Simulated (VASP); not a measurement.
**Au: single point with PBE**

The system is Au.

```xyz
1
Lattice="0.0000 1.9845 1.9845 1.9845 0.0000 1.9845 1.9845 1.9845 0.0000" Properties=species:S:1:pos:R:3 pbc="T T T"
Au    0.0000    0.0000    0.0000
```

* Program: VASP 6.6.1
* Task: single point
* Functional: PBE
* Potentials or basis: VASP PAW PBE potentials, release 64 (Au)
* Cutoff: 500 eV
* k mesh: 10 × 10 × 10
* Occupations: methfessel-paxton, width 0.05 eV
* Spin: no spin polarisation
* Dipole correction: no
* Further INCAR settings: ALGO = Normal; EDIFF = 1e-06; NBANDS = 12

```json
{"Pressure": "29.6 GPa", "Band gap on the k mesh": "zero (an odd number of electrons rules out a gap without spin polarisation)"}
```

Levels at points of the mesh, in eV from the Fermi level:
| k point | band 2 | band 3 | band 4 | band 5 | band 6 | band 7 | band 8 | band 9 | band 10 | band 11 |
| --- | --- | --- | --- | --- | --- | --- | --- | --- | --- | --- |
| (0.00, 0.00, 0.00) | -5.13 | -5.13 | -5.13 | -3.36 | -3.36 | 14.41 | 18.92 | 18.92 | 18.92 | 24.11 |
| (0.50, 0.00, 0.00) | -5.18 | -5.18 | -1.97 | -1.97 | -1.32 | 3.63 | 13.89 | 17.82 | 17.82 | 26.34 |
| (0.50, 0.50, 0.00) | -7.50 | -2.02 | -1.59 | -1.59 | 0.83 | 6.58 | 10.31 | 10.31 | 18.24 | 21.12 |

Wall time 8.5 s on 1 thread of Intel(R) Xeon(R) Platinum 8488C (Sapphire Rapids) (shared host), peak memory 0.13 GiB.

Caveat: the cell stands under pressure; spin-orbit coupling is left out, which moves the levels of the heavy elements.
